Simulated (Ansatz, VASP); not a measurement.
MoS2 in VASP and in Ansatz

```xyz
3
Lattice="3.2812 0.0000 0.0000 -1.6406 2.8416 0.0000 0.0000 0.0000 6.2381" Properties=species:S:1:pos:R:3 pbc="T T T"
Mo    0.0000    0.0000    3.1190
S     0.0000    1.8944    1.6144
S     1.6406    0.9472    4.6236
```

Alike in both runs: task single point; functional r2SCAN; k mesh 4 × 4 × 2; no spin polarisation.

```csv
,VASP,Ansatz
version,VASP 6.6.1,Ansatz 0.2.0
potentials or method,"VASP PAW PBE potentials, release 64 (Mo_sv, S)","plane waves, PAW"
plane-wave cutoff (eV),520,500
occupations,"gaussian, width 0.1 eV",gaussian
valence electrons in the cell,26,26
```

VASP gave:

| Quantity | Value |
| --- | --- |
| gap on the k mesh at the Fermi level (eV) | none |
| pressure (GPa) | -0.2 |
| traceless stress, the component that is largest in VASP (GPa) | -0.18 |
| rms of the force components (eV/Å) | 0.012 |

Which values does Ansatz return?

gap on the k mesh at the Fermi level (eV): none; pressure (GPa): -0.2; traceless stress, the component that is largest in VASP (GPa): -0.15; rms of the force components (eV/Å): 0.009.

VASP's potentials were made for PBE, not for r2SCAN. Atom by atom the forces differ by 0.002 eV/Å (rms over components). A gap of «none» marks a metal or a gap that the smearing closes.

The k mesh is coarse, so the values compare programs but aren't converged.
